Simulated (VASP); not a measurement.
# Cr (Fm-3m) in VASP: a series of runs, part 2 of 2

VASP 6.6.1. Earlier steps stand in the parts before.

**3. Single point, RPBE (volume scaled by 1.04)**

The input, INCAR:

```
ALGO = Normal
EDIFF = 1E-6
ENCUT = 520
GGA = RP
ISIF = 2
ISMEAR = -1
LASPH = T
LCHARG = F
LREAL = F
LWAVE = F
NBANDS = 12
NELM = 80
PREC = Accurate
SIGMA = 0.1
```

The input, KPOINTS:

```
k-points
0
Gamma
  17 17 17
```

The input, POSCAR:

```
Cr
1.0
    0.0000000000      1.8492328896      1.8492328896
    1.8492328896      0.0000000000      1.8492328896
    1.8492328896      1.8492328896      0.0000000000
Cr
1
Direct
    0.0000000000      0.0000000000      0.0000000000
```

Potentials or basis: VASP PAW PBE potentials, release 64 (Cr_pv).

Command:

```bash
$ cat potpaw_PBE.64/Cr_pv/POTCAR > POTCAR
$ mpirun -np 1 vasp_std > vasp.out
```

OUTCAR:

```text
EDIFF = 1E-6
   ENCUT = 520
   GGA = RP
   ISIF = 2
   ISMEAR = -1
   LASPH = T
   LREAL = F
   NELM = 80
   PREC = Accurate

 ion  position               nearest neighbor table
   1  0.000  0.000  0.000-

  LATTYP: Found a face centered cubic cell.
 ALAT       =     3.6984657792

  Lattice vectors:

 A1 = (   0.0000000000,   1.8492328896,   1.8492328896)
 A2 = (   1.8492328896,   0.0000000000,   1.8492328896)
 A3 = (   1.8492328896,   1.8492328896,   0.0000000000)

Analysis of symmetry for initial positions (statically):
[... 529 lines left out ...]
      6       9.4699      1.67642
      7       9.4709      1.67368
      8      10.6100      0.00012
      9      10.9016      0.00001
     10      17.1276      0.00000
     11      28.5540      0.00000
     12      30.2962      0.00000

 [... further k-points ...]
[... 5 lines left out ...]
  --------------------------------------------------------------------------------------
  -------------------------------------------------------------------------------------
  Total       -0.6621416     -0.6621416     -0.6621416      0.0000000     -0.0000000      0.0000000
  in kB      -83.8796559    -83.8796559    -83.8796559      0.0000000     -0.0000000      0.0000000
  external PRESSURE =     -83.8796559 kB  Pullay stress =       0.0000000 kB

 VOLUME and BASIS-vectors are now :
 -----------------------------------------------------------------------------
  energy-cutoff  :      520.00
  volume of cell :       12.65
      direct lattice vectors                 reciprocal lattice vectors
     0.000000000  1.849232890  1.849232890    -0.270382385  0.270382385  0.270382385
     1.849232890  0.000000000  1.849232890     0.270382385 -0.270382385  0.270382385
     1.849232890  1.849232890  0.000000000     0.270382385  0.270382385 -0.270382385

 POSITION                                       TOTAL-FORCE (eV/Angst)
 -----------------------------------------------------------------------------------
      0.00000      0.00000      0.00000        -0.000000     -0.000000      0.000000
 -----------------------------------------------------------------------------------
    total drift:                               -0.000000     -0.000000     -0.000000

  FREE ENERGIE OF THE ION-ELECTRON SYSTEM (eV)
  ---------------------------------------------------
  free  energy   TOTEN  =        -8.6189732755 eV

  energy  without entropy=       -8.5559159006  energy(sigma->0) =       -8.58744459
```

stdout:

```text
POSCAR found type information on POSCAR Cr
 POSCAR found :  1 types and       1 ions
 scaLAPACK will be used
 -----------------------------------------------------------------------------
|                                                                             |
|                                                                             |
|     You enforced a specific xc type in the INCAR file but a different       |
|     I HOPE YOU KNOW WHAT YOU ARE DOING!                                     |
|                                                                             |
 -----------------------------------------------------------------------------

 LDA part: xc-table for (Slater+PW92), standard interpolation
 POSCAR, INCAR and KPOINTS ok, starting setup
 FFT: planning ... GRIDC
 FFT: planning ... GRID_SOFT
 FFT: planning ... GRID
 WAVECAR not read
 entering main loop
```

It took 21 s on 1 thread of AMD EPYC 7R43 (Zen 3), shared host; peak memory 0.1 GiB.

What came out:

```yaml
Free_energy: -8.6190 eV
Pressure: -8.4 GPa
Band_gap_on_the_k_mesh: zero (band 6 reaches 11.91 eV, above the bottom of band 7 at 9.24 eV)
```

Levels at points of the mesh, in eV from the Fermi level:
| k point | band 4 | band 5 | band 6 | band 7 | band 8 | band 9 |
| --- | --- | --- | --- | --- | --- | --- |
| (0.00, 0.00, 0.00) | -7.31 | -0.40 | -0.40 | -0.40 | 1.22 | 1.22 |

Caveat: the cell differs from its parent crystal (volume scaled by 1.04); the PAW data sets were made with another functional, which shifts forces and pressure a little; the run has no spin polarisation, though such a crystal can be magnetic.

**4. Single point, RPBE (volume scaled by 1.08)**

The input, INCAR:

```
PREC = Accurate
ENCUT = 520
EDIFF = 1E-6
ISMEAR = -1
SIGMA = 0.1
LREAL = False
LASPH = True
NELM = 80
ALGO = Normal
ISIF = 2
LWAVE = False
LCHARG = False
GGA = RP
NBANDS = 12
```

The input, KPOINTS:

```
Automatic mesh
0
Gamma
  17 17 17
```

The input, POSCAR:

```
Cr
1.0
    0.0000000000      1.8726433861      1.8726433861
    1.8726433861      0.0000000000      1.8726433861
    1.8726433861      1.8726433861      0.0000000000
Cr
1
Direct
    0.0000000000      0.0000000000      0.0000000000
```

Command:

```bash
$ cat potpaw_PBE.64/Cr_pv/POTCAR > POTCAR
$ mpirun -np 1 vasp_std > vasp.out
```

Wall time 20 s (1 thread of AMD EPYC 7R43 (Zen 3), shared host); peak memory 0.11 GiB.

The run converged. Its results:

```
Free energy            : -8.5837 eV
Pressure               : -14.8 GPa
Band gap on the k mesh : zero (band 6 reaches 11.31 eV, above the bottom of band 7 at 8.78 eV)
```

Levels at points of the mesh, in eV from the Fermi level:
```
           k point  band 2  band 3  band 4  band 5  band 6  band 7  band 8  band 9  band 10  band 11
(0.00, 0.00, 0.00)  -42.62  -42.62   -7.17   -0.38   -0.38   -0.38    1.15    1.15     7.46    19.10
```

Caveat: the cell differs from its parent crystal (volume scaled by 1.08); the PAW data sets were made with another functional, which shifts forces and pressure a little; the run has no spin polarisation, though such a crystal can be magnetic. Spin polarisation is off, so any magnetic state and its effect on volume and gap are missing.

**5. Single point, RPBE (volume scaled by 1.12)**

The input, INCAR:

```
SYSTEM = Cr
PREC     = Accurate       ! precision mode
ENCUT    = 520            ! plane-wave cutoff, eV
EDIFF    = 1E-6           ! SCF threshold, eV
ISMEAR   = -1             ! smearing method
SIGMA    = 0.1            ! smearing width, eV
LREAL    = .False.        ! projectors in reciprocal space
LASPH    = .True.         ! aspherical terms in the spheres
NELM     = 60             ! most SCF steps
ALGO     = Normal         ! electronic algorithm
ISIF     = 2              ! what is computed and relaxed
LWAVE    = .False.        ! write WAVECAR
LCHARG   = .False.        ! write CHGCAR
GGA      = RP             ! functional
NBANDS   = 12             ! bands
```

The input, KPOINTS:

```
Automatic mesh
0
Gamma
  17 17 17
  0 0 0
```

The input, POSCAR:

```
Cr
1.0
    0.0000000000      1.8954827515      1.8954827515
    1.8954827515      0.0000000000      1.8954827515
    1.8954827515      1.8954827515      0.0000000000
Cr
1
Direct
    0.0000000000      0.0000000000      0.0000000000
```

Command:

```bash
$ cat potpaw_PBE.64/Cr_pv/POTCAR > POTCAR
$ mpirun -np 1 vasp_std > vasp.out
```

Wall time 20 s (1 thread of AMD EPYC 7R43 (Zen 3), shared host); peak memory 0.11 GiB.

The run converged. Its results:

* Free energy: -8.5308 eV
* Pressure: -20.0 GPa
* Band gap on the k mesh: zero (band 6 reaches 10.75 eV, above the bottom of band 7 at 8.36 eV)

Levels at points of the mesh, in eV from the Fermi level:
| k point | band 4 | band 5 | band 6 | band 7 | band 8 | band 9 |
| --- | --- | --- | --- | --- | --- | --- |
| (0.00, 0.00, 0.00) | -7.04 | -0.36 | -0.36 | -0.36 | 1.10 | 1.10 |

Caveat: the cell differs from its parent crystal (volume scaled by 1.12); the PAW data sets were made with another functional, which shifts forces and pressure a little; the run has no spin polarisation, though such a crystal can be magnetic. Spin polarisation is off, so any magnetic state and its effect on volume and gap are missing.

**6. Relaxation of cell and atoms, RPBE**

This run uses another cell than the first one, of 11.99 Å³/atom, 0.986 times its volume.

The input, INCAR:

```
  PREC = Accurate
  ENCUT = 600
  EDIFF = 1E-6
  ISMEAR = -1
  SIGMA = 0.1
  LREAL = F
  LASPH = T
  NELM = 80
  ALGO = Normal
  ISIF = 3
  LWAVE = F
  LCHARG = F
  GGA = RP
  IBRION = 2
  NSW = 80
  EDIFFG = -0.01
```

The input, KPOINTS:

```
Automatic mesh
0
Gamma
  15 15 15
```

The input, POSCAR:

```
Cr
1.0
    0.0000000000      1.8167431579      1.8167431579
    1.8167431579      0.0000000000      1.8167431579
    1.8167431579      1.8167431579      0.0000000000
Cr
1
Direct
    0.0000000000      0.0000000000      0.0000000000
```

Potentials or basis: VASP PAW PBE potentials, release 64 (Cr_pv).

Command:

```bash
$ cat potpaw_PBE.64/Cr_pv/POTCAR > POTCAR
$ mpirun -np 1 vasp_std > vasp.out
```

It took 43 s on 1 thread of AMD EPYC 7R43 (Zen 3), shared host; peak memory 0.13 GiB.

It converged, with:

```yaml
Free_energy: -8.6318 eV
Relaxed_volume: 12.14 Å³/atom
Relaxed_cell: a = 2.580 Å, b = 2.580 Å, c = 2.580 Å, α = 60.00°, β = 60.00°, γ = 60.00°
Space_group_after_relaxing_to_0.05_Å: Fm-3m (No. 225)
Energy_gained_by_relaxing: 1.3 meV/atom
Ionic_steps: 3
Pressure_after_relaxing: 0.0 GPa
Band_gap_on_the_k_mesh: zero (band 6 reaches 12.57 eV, above the bottom of band 7 at 9.74 eV)
```

Step by step:
```csv
step,energy change (eV),largest force (eV/Å),pressure (GPa),volume (Å³)
1,0.0000,0.0000,2.77,11.99
2,0.0013,0.0000,-3.75,12.36
3,-0.0013,0.0000,-0.02,12.14
```

Final structure:
```yaml
crystal:
  lattice:
    - [0.00000, 1.82424, 1.82424]
    - [1.82424, 0.00000, 1.82424]
    - [1.82424, 1.82424, 0.00000]
  atoms:
    - { symbol: Cr, position: [0.00000, 0.00000, 0.00000] }
```

Levels at points of the mesh, in eV from the Fermi level:
| k point | band 4 | band 5 | band 6 | band 7 | band 8 | band 9 |
| --- | --- | --- | --- | --- | --- | --- |
| (0.00, 0.00, 0.00) | -7.45 | -0.43 | -0.43 | -0.43 | 1.29 | 1.29 |

Caveat: the PAW data sets were made with another functional, which shifts forces and pressure a little; the run has no spin polarisation, though such a crystal can be magnetic. Spin polarisation is off, so any magnetic state and its effect on volume and gap are missing.

**7. Summary**

```tsv
task	cell	k mesh	cutoff (eV)	gap on the mesh (eV)	pressure (GPa)
single point	a = 2.581 Å, angles 60.0°, 1 atom	17 × 17 × 17	520	none	-0.4
single point	a = 2.615 Å, angles 60.0°, 1 atom	17 × 17 × 17	520	none	-8.4
single point	a = 2.648 Å, angles 60.0°, 1 atom	17 × 17 × 17	520	none	-14.8
single point	a = 2.681 Å, angles 60.0°, 1 atom	17 × 17 × 17	520	none	-20.0
relaxation of cell and atoms	relaxed from a = 2.569 Å, angles 60.0°, 1 atom	15 × 15 × 15	600	none	0.0
```

Alike in all rows: level RPBE; potentials or basis VASP PAW PBE potentials, release 64 (Cr_pv); no spin polarisation; smearing fermi-dirac 0.1 eV.

Caveats: the PAW data sets were made with another functional, which shifts forces and pressure a little; the run has no spin polarisation, though such a crystal can be magnetic.

Absolute energies hang on the potentials; compare differences alone.
